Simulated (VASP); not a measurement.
Wanted: the native input for a VASP 6.6.1 run.

```yaml
Task: single point
Functional: PBE
Potentials_or_basis: VASP PAW PBE potentials, release 64 (Hf_pv, O)
Cutoff: 520 eV
k_mesh: 8 × 8 × 8
Occupations: gaussian, width 0.02 eV
Spin: no spin polarisation
Dipole_correction: no
Further_INCAR_settings: ALGO = Normal; EDIFF = 1e-06; NBANDS = 18
```

The structure of HfO2 lies in POSCAR:

```
HfO2
1.0
    0.0000000000      2.5740682986      2.5740682986
    2.5740682986      0.0000000000      2.5740682986
    2.5740682986      2.5740682986      0.0000000000
Hf O
1 2
Direct
    0.0000000000      0.0000000000      0.0000000000
    0.7500000000      0.7500000000      0.7500000000
    0.2500000000      0.2500000000      0.2500000000
```

This cell differs from its parent crystal: volume scaled by 1.03.

One way to write it, as run:

INCAR

```
ALGO     = Normal         # electronic algorithm
EDIFF    = 1E-6           # SCF threshold, eV
ENCUT    = 520            # plane-wave cutoff, eV
GGA      = PE             # functional
ISIF     = 2              # what is computed and relaxed
ISMEAR   = 0              # smearing method
LASPH    = T              # aspherical terms in the spheres
LCHARG   = T              # write CHGCAR
LELF     = T              # ELF
LREAL    = F              # projectors in reciprocal space
LVHAR    = T            
LWAVE    = F              # write WAVECAR
NBANDS   = 18             # bands
NELM     = 100            # most SCF steps
PREC     = Accurate       # precision mode
SIGMA    = 0.02           # smearing width, eV
```

KPOINTS

```
k-points
0
Gamma
  8 8 8
```

Potentials or basis: VASP PAW PBE potentials, release 64 (Hf_pv, O).

Launch:

```console
$ cat potpaw_PBE.64/Hf_pv/POTCAR potpaw_PBE.64/O/POTCAR > POTCAR
$ mpirun -np 1 vasp_std > vasp.out
```

It gave:

```yaml
Pressure: -10.2 GPa
Band_gap_on_the_k_mesh: 3.68 eV, direct
```

Caveat: spin-orbit coupling is left out, which moves the levels of the heavy elements.

Run time: 26 s on 1 thread of AMD EPYC 7R43 64-Core Processor (Zen 3), with other jobs on the host, peak memory 0.13 GiB.
